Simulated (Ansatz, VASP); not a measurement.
**Mg3Te: VASP beside Ansatz**

Contents of INCAR:

```
PREC     = Accurate       # precision mode
ENCUT    = 600            # plane-wave cutoff, eV
EDIFF    = 1E-7           # SCF threshold, eV
ISMEAR   = 0              # smearing method
SIGMA    = 0.1            # smearing width, eV
LREAL    = False          # projectors in reciprocal space
LASPH    = True           # aspherical terms in the spheres
NELM     = 60             # most SCF steps
ALGO     = Normal         # electronic algorithm
ISIF     = 3              # what is computed and relaxed
LWAVE    = False          # write WAVECAR
LCHARG   = False          # write CHGCAR
GGA      = PE             # functional
IBRION   = 2              # ionic algorithm
NSW      = 100            # ionic steps
EDIFFG   = -0.01          # ionic threshold
```

The input KPOINTS:

```
regular mesh
0
Gamma
  10 10 10
```

The input POSCAR:

```
Mg3Te
1.0
    4.7441823300      0.0000000000      0.0000000000
    0.0000000000      4.7441823300      0.0000000000
    0.0000000000      0.0000000000      4.7441823300
Mg Te
3 1
Direct
    0.0000000000      0.5000000000      0.5000000000
    0.5000000000      0.0000000000      0.5000000000
    0.5000000000      0.5000000000      0.0000000000
    0.0000000000      0.0000000000      0.0000000000
```

Input for Ansatz:

```yaml
crystal:
  lattice:
    - [4.74418233, 0.0, 0.0]
    - [0.0, 4.74418233, 0.0]
    - [0.0, 0.0, 4.74418233]
  atoms:
    - { symbol: Mg, position: [0.0, 0.5, 0.5] }
    - { symbol: Mg, position: [0.5, 0.0, 0.5] }
    - { symbol: Mg, position: [0.5, 0.5, 0.0] }
    - { symbol: Te, position: [0.0, 0.0, 0.0] }
basis:
  ecutwfc: 420
kpoints:
  mp_grid: { grid: [10, 10, 10] }
hamiltonian:
  xc: pbe
scf:
  occupations: { method: gaussian, width: 0.1 }
output:
  forces: true
  stress: true
  eigenvalues: true
relax:
  adjacent_minimum: "off"
  f_tol: 0.01
  max_steps: 80
  cell: { stress_tol: 0.05 }
```

Change from the starting cell: species swapped into the Ca3Sn type (Pm-3m, No. 221).

Alike in both runs: task relaxation of cell and atoms; functional PBE; k mesh 10 × 10 × 10; occupations gaussian, width 0.1 eV; no spin polarisation.

```csv
,VASP,Ansatz
version,VASP 6.6.1,Ansatz 0.2.0
potentials or method,"VASP PAW PBE potentials, release 64 (Mg, Te), cutoff 600 eV","scalar-relativistic, plane waves, PAW"
valence electrons in the cell,12,46
```

VASP gave:

```
gap on the k mesh at the Fermi level, each at its own relaxed structure (eV) : none
relaxed volume (Å³/atom)                                                     : 24.59
relaxed cell length with the largest relative difference (Å)                 : 4.616
```

Q: Estimate Ansatz's values.

A: gap on the k mesh at the Fermi level, each at its own relaxed structure (eV): none; relaxed volume (Å³/atom): 24.62; relaxed cell length with the largest relative difference (Å): 4.618.

A gap of «none» marks a metal or a gap that the smearing closes. VASP's potentials hold 12 valence electrons a cell and Ansatz's 46, so a difference there can come from the potentials and not from the codes.

Spin-orbit coupling is off throughout.
